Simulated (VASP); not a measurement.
Set up this calculation in VASP 6.6.1, as the native input.

| Quantity | Value |
| --- | --- |
| Task | single point |
| Functional | PBEsol |
| Potentials or basis | VASP PAW PBE potentials, release 64 (In_d) |
| Cutoff | 500 eV |
| k mesh | 8 × 8 × 8 |
| Occupations | gaussian, width 0.1 eV |
| Spin | no spin polarisation |
| Dipole correction | no |
| Further INCAR settings | ALGO = Normal; EDIFF = 1e-06; NBANDS = 12 |

The structure of In lies in POSCAR:

```
In
1.0
   -1.6947072674      1.6947072674      2.2973723912
    1.6947072674     -1.6947072674      2.2973723912
    1.6947072674      1.6947072674     -2.2973723912
In
1
Direct
    0.0000000000      0.0000000000      0.0000000000
```

The input as run:

INCAR

```
SYSTEM = In
PREC = Accurate ; ENCUT = 500
EDIFF = 1E-6 ; ISMEAR = 0
SIGMA = 0.1 ; LREAL = .FALSE.
LASPH = .TRUE. ; NELM = 120
ALGO = Normal ; ISIF = 2
LWAVE = .FALSE. ; LCHARG = .FALSE.
GGA = PS ; NBANDS = 12
GGA_COMPAT = .FALSE.
```

KPOINTS

```
Automatic mesh
0
G
  8 8 8
  0 0 0
```

Potentials or basis: VASP PAW PBE potentials, release 64 (In_d).

Command:

```bash
$ cat potpaw_PBE.64/In_d/POTCAR > POTCAR
$ mpirun -np 1 vasp_std > vasp.out
```

It gave:

```json
{
 "Pressure": "-1.2 GPa",
 "Band gap on the k mesh": "zero (an odd number of electrons rules out a gap without spin polarisation)"
}
```

Caveat: the PAW data sets were made with another functional, which shifts forces and pressure a little; spin-orbit coupling is left out, which moves the levels of the heavy elements.

Run time: 9.7 s on 1 thread of Intel(R) Xeon(R) Platinum 8259CL CPU @ 2.50GHz (Skylake/Cascade Lake) (shared host), peak memory 0.14 GiB.
